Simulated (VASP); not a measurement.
# Al12Cl in VASP: relaxation of the atoms with PBE

Aim: the relaxation of the atoms of Al12Cl with PBE.

Everything below comes from runs of VASP 6.6.1. Logs are shortened: lines on timing, memory, paths and dates and some standing lists are left out, and cuts for length are marked.

## 1. The cell of the first run

The cell holds a slab with vacuum, 13 atoms: a = 5.714 Å, b = 5.714 Å, c = 19.675 Å, α = 90.00°, β = 90.00°, γ = 90.00°.

## 2. Relaxation of the atoms, PBE

INCAR reads:

```
SYSTEM = Al12Cl
  ALGO = Normal
  DIPOL = 0.5 0.5 0.325
  EDIFF = 1E-6
  EDIFFG = -0.025
  ENCUT = 520
  GGA = PE
  IBRION = 2
  IDIPOL = 3
  ISIF = 2
  ISMEAR = 0
  LASPH = .TRUE.
  LCHARG = .FALSE.
  LDIPOL = .TRUE.
  LREAL = .FALSE.
  LUSENCCL = .FALSE.
  LWAVE = .FALSE.
  NELM = 60
  NSW = 36
  PREC = Accurate
  SIGMA = 0.1
```

KPOINTS reads:

```
k-points
0
G
  5 5 1
  0 0 0
```

POSCAR reads:

```
Al12Cl
1.0
    5.7135165837      0.0000000000      0.0000000000
    0.0000000000      5.7135165837      0.0000000000
    0.0000000000      0.0000000000     19.6746954317
Al Cl
12 1
Selective dynamics
Direct
    0.2500000000      0.2500000000      0.2033068321  F F F
    0.2500000000      0.7500000000      0.2033068321  F F F
    0.7500000000      0.2500000000      0.2033068321  F F F
    0.7500000000      0.7500000000      0.2033068321  F F F
    0.0000000000      0.0000000000      0.3092728609  F F F
    0.0000000000      0.5000000000      0.3092728609  F F F
    0.5000000000      0.0000000000      0.3092728609  F F F
    0.5000000000      0.5000000000      0.3092728609  F F F
    0.2500000000      0.2500000000      0.4154928578  F F F
    0.2500000000      0.7500000000      0.4154928578  F F F
    0.7500000000      0.2500000000      0.4154928578  F F F
    0.7500000000      0.7500000000      0.4154928578  F F F
    0.3333333333      0.4166666667      0.5160326325  F F T
```

Potentials or basis: VASP PAW PBE potentials, release 64 (Al, Cl).

On the command line:

```bash
cat potpaw_PBE.64/Al/POTCAR potpaw_PBE.64/Cl/POTCAR > POTCAR
mpirun -np 1 vasp_std > vasp.out
```

OUTCAR:

```text
SYSTEM = Al12Cl
   EDIFF = 1E-6
   EDIFFG = -0.025
   ENCUT = 520
   GGA = PE
   IBRION = 2
   ISIF = 2
   ISMEAR = 0
   LASPH = .TRUE.
   LREAL = .FALSE.
   NELM = 60
   NSW = 36
   PREC = Accurate

 ion  position               nearest neighbor table
   1  0.250  0.250  0.203-   2 2.86   3 2.86   2 2.86   3 2.86   7 2.90   8 2.90   5 2.90   6 2.90

   2  0.250  0.750  0.203-   1 2.86   4 2.86   1 2.86   4 2.86   7 2.90   8 2.90   5 2.90   6 2.90

   3  0.750  0.250  0.203-   1 2.86   4 2.86   4 2.86   1 2.86   7 2.90   8 2.90   5 2.90   6 2.90
[... 4 lines left out ...]
                            11 2.91  12 2.91   9 2.91  10 2.91
   6  0.000  0.500  0.309-   5 2.86   8 2.86   5 2.86   8 2.86   1 2.90   2 2.90   3 2.90   4 2.90
                            11 2.91  12 2.91   9 2.91  10 2.91
   7  0.500  0.000  0.309-   5 2.86   8 2.86   8 2.86   5 2.86   1 2.90   2 2.90   3 2.90   4 2.90
                            11 2.91  12 2.91   9 2.91  10 2.91
   8  0.500  0.500  0.309-   6 2.86   7 2.86   7 2.86   6 2.86   1 2.90   2 2.90   3 2.90   4 2.90
                            11 2.91  12 2.91   9 2.91  10 2.91
   9  0.250  0.250  0.415-  13 2.25  11 2.86  10 2.86  10 2.86  11 2.86   6 2.91   7 2.91   8 2.91
                             5 2.91
  10  0.250  0.750  0.415-  13 2.79  12 2.86   9 2.86   9 2.86  12 2.86   6 2.91   7 2.91   8 2.91
                             5 2.91
  11  0.750  0.250  0.415-   9 2.86  12 2.86  12 2.86   9 2.86   5 2.91   6 2.91   7 2.91   8 2.91

  12  0.750  0.750  0.415-  10 2.86  11 2.86  11 2.86  10 2.86   5 2.91   6 2.91   7 2.91   8 2.91

  13  0.333  0.417  0.516-   9 2.25  10 2.79

  LATTYP: Found a simple tetragonal cell.
 ALAT       =     5.7135165837
 C/A-ratio  =     3.4435351930

  Lattice vectors:

 A1 = (   5.7135165837,   0.0000000000,   0.0000000000)
 A2 = (   0.0000000000,   5.7135165837,   0.0000000000)
 A3 = (   0.0000000000,   0.0000000000,  19.6746954317)

Analysis of symmetry for initial positions (statically):
=====================================================================
 Subroutine PRICEL returns:
 Original cell was already a primitive cell.

 Routine SETGRP: Setting up the symmetry group for a
 simple tetragonal supercell.

 Subroutine GETGRP returns: Found  1 space group operations
 (whereof  1 operations were pure point group operations)
 out of a pool of 16 trial point group operations.

The static configuration has the point symmetry C_1 .

Analysis of symmetry for dynamics (positions and initial velocities):
=====================================================================
 Subroutine PRICEL returns:
 Original cell was already a primitive cell.

 Routine SETGRP: Setting up the symmetry group for a
 simple tetragonal supercell.

 Subroutine GETGRP returns: Found  1 space group operations
 (whereof  1 operations were pure point group operations)
 out of a pool of 16 trial point group operations.

The dynamic configuration has the point symmetry C_1 .

Analysis of constrained symmetry for selective dynamics:
=====================================================================
 Subroutine PRICEL returns:
 Original cell was already a primitive cell.

 Routine SETGRP: Setting up the symmetry group for a
 simple tetragonal supercell.

 Subroutine GETGRP returns: Found  1 space group operations
 (whereof  1 operations were pure point group operations)
 out of a pool of 16 trial point group operations.

The constrained configuration has the point symmetry C_1 .

 Subroutine INISYM returns: Found  1 space group operations
 (whereof  1 operations are pure point group operations),
 and found     1 'primitive' translations

----------------------------------------------------------------------------------------

                                     Primitive cell

  volume of cell :     642.2661

  direct lattice vectors                    reciprocal lattice vectors
     5.713516584  0.000000000  0.000000000     0.175023558  0.000000000  0.000000000
     0.000000000  5.713516584  0.000000000     0.000000000  0.175023558  0.000000000
     0.000000000  0.000000000 19.674695432     0.000000000  0.000000000  0.050826708

  length of vectors
     5.713516584  5.713516584 19.674695432     0.175023558  0.175023558  0.050826708

  position of ions in fractional coordinates (direct lattice)
     0.250000000  0.250000000  0.203306832
     0.250000000  0.750000000  0.203306832
[... 47 lines left out ...]
     0.000000000  0.000000000  0.000000000

 Subroutine IBZKPT returns following result:
 ===========================================

 Found     13 irreducible k-points:

 Following reciprocal coordinates:
            Coordinates               Weight
  0.000000  0.000000  0.000000      1.000000
  0.200000  0.000000  0.000000      2.000000
  0.000000  0.200000  0.000000      2.000000
  0.400000  0.000000  0.000000      2.000000
  0.000000  0.400000  0.000000      2.000000
  0.200000  0.200000  0.000000      2.000000
 -0.200000  0.200000  0.000000      2.000000
  0.400000  0.200000  0.000000      2.000000
 -0.200000  0.400000  0.000000      2.000000
 -0.400000  0.200000  0.000000      2.000000
  0.200000  0.400000  0.000000      2.000000
  0.400000  0.400000  0.000000      2.000000
 -0.400000  0.400000  0.000000      2.000000
   k-points           NKPTS =     13   k-points in BZ     NKDIM =     13   number of bands    NBANDS=     28
   number of dos      NEDOS =    301   number of ions     NIONS =     13
   total plane-waves  NPLWV = 264600
   dimension x,y,z NGX =    42 NGY =   42 NGZ =  150
   dimension x,y,z NGXF=    84 NGYF=   84 NGZF=  300
   ions per type =              12   1
   NGX,Y,Z   is equivalent  to a cutoff of  12.22, 12.22, 12.67 a.u.
   NGXF,Y,Z  is equivalent  to a cutoff of  24.44, 24.44, 25.35 a.u.
 SYSTEM =  Al12Cl
   PREC   = accura    normal or accurate (medium, high low for compatibility)
   ISTART =      0    job   : 0-new  1-cont  2-samecut
   ICHARG =      2    charge: 1-file 2-atom 10-const
   ISPIN  =      1    spin polarized calculation?
   LNONCOLLINEAR =      F non collinear calculations
   LSORBIT =      F    spin-orbit coupling
   LASPH  =      T    aspherical Exc in radial PAW
   ENCUT  =  520.0 eV  38.22 Ry    6.18 a.u.  10.62 10.62 36.58*2*pi/ulx,y,z
   NELM   =     60;   NELMIN=  2; NELMDL= -5     # of ELM steps
   EDIFF  = 0.1E-05   stopping-criterion for ELM
   LREAL  =      F    real-space projection
   EDIFFG = -.3E-01   stopping-criterion for IOM
   NSW    =     36    number of steps for IOM
   IBRION =      2    ionic relax: 0-MD 1-quasi-New 2-CG
   NFREE  =      1    steps in history (QN), initial steepest desc. (CG)
   ISIF   =      2    stress and relaxation
   ISYM   =      2    0-nonsym 1-usesym 2-fastsym
   POTIM  = 0.5000    time-step for ionic-motion
   TEBEG  =    0.0;   TEEND  =   0.0 temperature during run
   PSTRESS=    0.0 pullay stress
   NELECT =      43.0000    total number of electrons
   NUPDOWN=      -1.0000    fix difference up-down
   EMIN   =  10.00;   EMAX   =-10.00  energy-range for DOS
   EFERMI =   0.00;   METHOD = LEGACY
   ISMEAR =     0;   SIGMA  =   0.10  broadening in eV -4-tet -1-fermi 0-gaus
   EFERMI_NEDOS =   21; number of points for ismear=-14 and -15
   IALGO  =     38    algorithm
   IMIX   =      4    mixing-type and parameters
     AMIX     =   0.40;   BMIX     =  1.00
     AMIX_MAG =   1.60;   BMIX_MAG =  1.00
  volume/ion in A,a.u.               =      49.41       333.40
  Fermi-wavevector in a.u.,A,eV,Ry     =   0.664751  1.256198  6.012340  0.441895
  Thomas-Fermi vector in A             =   1.738535
   LORBIT       =      0    0 simple, 1 ext, 2 COOP (PROOUT), +10 PAW based schemes
   GGA     = PE    functional components
   LHFCALC =     F    Hartree Fock is set to
   AEXX    =    0.0000 exact exchange contribution
   IVDW    =     0    specifies the selected vdW correction
   LEPSILON=     F    determine dielectric tensor
   LRPA    =     F    only Hartree local field effects (RPA)
 conjugate gradient relaxation of ions
 non-spin polarized calculation
 Gauss-broadening in eV      SIGMA  =   0.10
  energy-cutoff  :      520.00
  volume of cell :      642.27
 maximum number of plane-waves:     17320
   NGX = 21   NGY = 21   NGZ = 73

 dipolmoment           0.000000      0.000000     -0.035268 electrons x Angstroem

--------------------------------------- Ionic step        1  -------------------------------------------

 number of electron      43.0000002 magnetization

 Free energy of the ion-electron system (eV)
  ---------------------------------------------------
  ext. energy  EPLUGINS =         0.00000000
  ---------------------------------------------------
  free energy    TOTEN  =       -44.83431394 eV

  energy without entropy =      -44.81673012  energy(sigma->0) =      -44.82552203

------------------------ aborting loop because EDIFF is reached ----------------------------------------

  FORCE on cell =-STRESS in cart. coord.  units (eV):
  Direction    XX          YY          ZZ          XY          YZ          ZX
  --------------------------------------------------------------------------------------
  -------------------------------------------------------------------------------------
  Total       -6.4461716     -6.4246651     -0.4569859      0.1880443     -0.0951966     -0.4444651
  in kB      -16.0804220    -16.0267726     -1.1399831      0.4690895     -0.2374744     -1.1087491
  external PRESSURE =     -11.0823926 kB  Pullay stress =       0.0000000 kB
[... 81 lines left out ...]
--------------------------------------- Ionic step        3  -------------------------------------------

 number of electron      43.0000003 magnetization

 dipolmoment           0.000000      0.000000      0.087640 electrons x Angstroem

 Free energy of the ion-electron system (eV)
  ---------------------------------------------------
  ext. energy  EPLUGINS =         0.00000000
  ---------------------------------------------------
  free energy    TOTEN  =       -44.83908268 eV

  energy without entropy =      -44.82160354  energy(sigma->0) =      -44.83034311

 E-fermi :  -0.4195     XC(G=0):  -4.4566

 val. band max:       -0.4231746386   @ k =   0.0000   0.0000   0.0000
 cond. band min:      -0.4131783839   @ k =   0.0000   0.0000   0.0000
 fundamental gap:      0.0099962547
 Fermi energy:        -0.4194754979

 k-point     1 :       0.0000    0.0000    0.0000
  band No.  band energies     occupation
      1     -16.2586      2.00000
      2     -10.5086      2.00000
      3      -8.4455      2.00000
      4      -6.3286      2.00000
      5      -6.1764      2.00000
      6      -6.0649      2.00000
[... 392 lines left out ...]
     27       0.9379      0.00000
     28       1.5184      0.00000

------------------------ aborting loop because EDIFF is reached ----------------------------------------

 vacuum level on the upper side and lower side of the slab       (xc-potential included)         0.122        -0.459

  FORCE on cell =-STRESS in cart. coord.  units (eV):
  Direction    XX          YY          ZZ          XY          YZ          ZX
  --------------------------------------------------------------------------------------
  -------------------------------------------------------------------------------------
  Total       -6.5340023     -6.5831066     -0.9774715      0.1508680     -0.2161673     -0.4997348
  in kB      -16.2995217    -16.4220159     -2.4383705      0.3763506     -0.5392443     -1.2466230
  external PRESSURE =     -11.7199693 kB  Pullay stress =       0.0000000 kB
[... 28 lines left out ...]
  FREE ENERGIE OF THE ION-ELECTRON SYSTEM (eV)
  ---------------------------------------------------
  free  energy   TOTEN  =       -44.8390826765 eV

  energy  without entropy=      -44.8216035351  energy(sigma->0) =      -44.83034311

 reached required accuracy - stopping structural energy minimisation

 vacuum level on the upper side and lower side of the slab         4.507         3.855
```

Wall time 2.9 min (1 × NVIDIA H100 80GB with 1 thread of AMD EPYC 7R13 (Zen 3), shared host); peak memory 1.6 GiB.

Results:

* Free energy: -44.8391 eV
* Energy gained by relaxing: 0.4 meV/atom
* Ionic steps: 3
* Band gap on the k mesh: zero (an odd number of electrons rules out a gap without spin polarisation)

The path:
```
step  energy change (eV)  largest force on free atoms (eV/Å)  pressure (GPa)
   1              0.0000                              0.2672           -1.11
   2             -0.0028                              0.1715           -1.13
   3             -0.0048                              0.0055           -1.17
```

Final structure:
```yaml
crystal:
  lattice:
    - [5.71352, 0.00000, 0.00000]
    - [0.00000, 5.71352, 0.00000]
    - [0.00000, 0.00000, 19.67470]
  atoms:
    - { symbol: Al, position: [0.25000, 0.25000, 0.20331] }
    - { symbol: Al, position: [0.25000, 0.75000, 0.20331] }
    - { symbol: Al, position: [0.75000, 0.25000, 0.20331] }
    - { symbol: Al, position: [0.75000, 0.75000, 0.20331] }
    - { symbol: Al, position: [0.00000, 0.00000, 0.30927] }
    - { symbol: Al, position: [0.00000, 0.50000, 0.30927] }
    - { symbol: Al, position: [0.50000, 0.00000, 0.30927] }
    - { symbol: Al, position: [0.50000, 0.50000, 0.30927] }
    - { symbol: Al, position: [0.25000, 0.25000, 0.41549] }
    - { symbol: Al, position: [0.25000, 0.75000, 0.41549] }
    - { symbol: Al, position: [0.75000, 0.25000, 0.41549] }
    - { symbol: Al, position: [0.75000, 0.75000, 0.41549] }
    - { symbol: Cl, position: [0.33333, 0.41667, 0.51786] }
```

Caveat: an odd number of electrons without spin polarisation forces a metal; a magnetic or distorted state may lie lower.
